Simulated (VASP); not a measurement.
Set up this calculation in VASP 6.6.1, as the native input.

* Task: single point
* Functional: LDA
* Potentials or basis: VASP PAW LDA potentials, release 64 (Cu, O)
* Cutoff: 520 eV
* k mesh: 9 × 9 × 5
* Occupations: fermi-dirac, width 0.05 eV
* Spin: no spin polarisation
* Hubbard terms: Cu d U = 4.5 eV
* Dipole correction: no
* Further INCAR settings: ALGO = Normal; EDIFF = 1e-06; NBANDS = 25

The structure of CuO lies in POSCAR:

```
CuO
1.0
    1.9909680000     -2.1535500000      0.0000000000
    1.9909680000      2.1535500000      0.0000000000
    0.0000000000      0.0000000000      5.1559280000
Cu O
2 2
Direct
    0.5000000000      0.0000000000      0.0000000000
    0.0000000000      0.5000000000      0.5000000000
    0.5000000000      0.5000000000      0.2500000000
    0.5000000000      0.5000000000      0.7500000000
```

These files were run (other wordings do the same):

INCAR

```
SYSTEM = CuO
PREC = Accurate
ENCUT = 520
EDIFF = 1E-6
ISMEAR = -1
SIGMA = 0.05
LREAL = .False.
LASPH = .True.
NELM = 150
ALGO = Normal
ISIF = 2
LWAVE = .False.
LCHARG = .False.
LMAXMIX = 4
LDAU = .True.
LDAUTYPE = 2
LDAUL = 2 -1
LDAUU = 4.5 0
LDAUJ = 0 0
LDAUPRINT = 1
GGA = CA
NBANDS = 25
```

KPOINTS

```
Automatic mesh
0
Gamma
  9 9 5
  0 0 0
```

Potentials or basis: VASP PAW LDA potentials, release 64 (Cu, O).

Command:

```sh
$ cat potpaw_LDA.64/Cu/POTCAR potpaw_LDA.64/O/POTCAR > POTCAR
$ mpirun -np 1 vasp_std > vasp.out
```

Results of the run:

```yaml
Pressure: -13.9 GPa
Band_gap_on_the_k_mesh: zero (bands 17 and 18 overlap by 0.92 eV)
```

Caveat: the stress differs along the axes, from -17 to -12 GPa; U without spin polarisation on a metal has little footing.

It took 24 s on 1 thread of Intel(R) Xeon(R) 6975P-C (Granite Rapids), with other jobs on the host, peak memory 0.18 GiB.
